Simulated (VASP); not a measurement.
Write the native input for VASP 6.6.1 that does the following.

* Task: single point
* Functional: PBE
* Potentials or basis: VASP PAW PBE potentials, release 64 (Pd)
* Cutoff: 500 eV
* k mesh: 18 × 18 × 18
* Occupations: gaussian, width 0.1 eV
* Spin: no spin polarisation
* Dipole correction: no
* Further INCAR settings: ALGO = Normal; EDIFF = 1e-06; NBANDS = 11

The structure of Pd lies in POSCAR:

```
Pd
1.0
    0.0000000000      1.9710069640      1.9710069640
    1.9710069640      0.0000000000      1.9710069640
    1.9710069640      1.9710069640      0.0000000000
Pd
1
Direct
    0.0000000000      0.0000000000      0.0000000000
```

One way to write it, as run:

INCAR

```
PREC = Accurate
ENCUT = 500
EDIFF = 1E-6
ISMEAR = 0
SIGMA = 0.1
LREAL = False
LASPH = True
NELM = 120
ALGO = Normal
ISIF = 2
LWAVE = False
LCHARG = False
GGA = PE
NBANDS = 11
GGA_COMPAT = False
```

KPOINTS

```
regular mesh
0
Gamma
  18 18 18
```

Potentials or basis: VASP PAW PBE potentials, release 64 (Pd).

Run with:

```console
$ cat potpaw_PBE.64/Pd/POTCAR > POTCAR
$ mpirun -np 1 vasp_std > vasp.out
```

It gave:

```
Pressure               : -0.2 GPa
Band gap on the k mesh : zero (band 5 reaches 9.43 eV, above the bottom of band 6 at 7.94 eV)
```

Run time: 52 s on 1 thread of Intel Xeon 8259CL, with other jobs on the host, peak memory 0.15 GiB.
